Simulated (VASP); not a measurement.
Here is a VASP 6.6.1 calculation.

INCAR

```
PREC     = Accurate       # precision mode
ENCUT    = 600            # plane-wave cutoff, eV
EDIFF    = 1E-6           # SCF threshold, eV
ISMEAR   = -1             # smearing method
SIGMA    = 0.05           # smearing width, eV
LREAL    = False          # projectors in reciprocal space
LASPH    = True           # aspherical terms in the spheres
NELM     = 100            # most SCF steps
ALGO     = Normal         # electronic algorithm
ISIF     = 3              # what is computed and relaxed
LWAVE    = False          # write WAVECAR
LCHARG   = False          # write CHGCAR
GGA      = PE             # functional
IBRION   = 2              # ionic algorithm
NSW      = 60             # ionic steps
EDIFFG   = -0.005         # ionic threshold
```

The input KPOINTS:

```
Automatic mesh
0
Gamma
  16 16 9
```

File POSCAR:

```
Nb
1.0
    2.9563926124      0.0000000000      0.0000000000
   -1.4781963062      2.5603111058      0.0000000000
    0.0000000000      0.0000000000      4.7893560320
Nb
2
Direct
    0.3333333333      0.6666666667      0.2500000000
    0.6666666667      0.3333333333      0.7500000000
```

Potentials or basis: VASP PAW PBE potentials, release 64 (Nb_sv).

Run with:

```bash
$ cat potpaw_PBE.64/Nb_sv/POTCAR > POTCAR
$ mpirun -np 1 vasp_std > vasp.out
```

Problem. What does it give for the band gap on the k mesh?

Solution. Zero (bands 13 and 14 overlap by 2.39 eV).

Problem. What does it give for the relaxed volume?

Solution. 18.63 Å³/atom.

Problem. Predict the relaxed cell.

Solution. a = 2.867 Å, b = 2.867 Å, c = 5.235 Å, α = 90.00°, β = 90.00°, γ = 120.00°.

Final structure:
```
CELL_PARAMETERS angstrom
2.86701 0.00000 0.00000
-1.43350 2.48290 0.00000
0.00000 0.00000 5.23464
ATOMIC_POSITIONS crystal
Nb 0.33333 0.66667 0.25000
Nb 0.66667 0.33333 0.75000
```
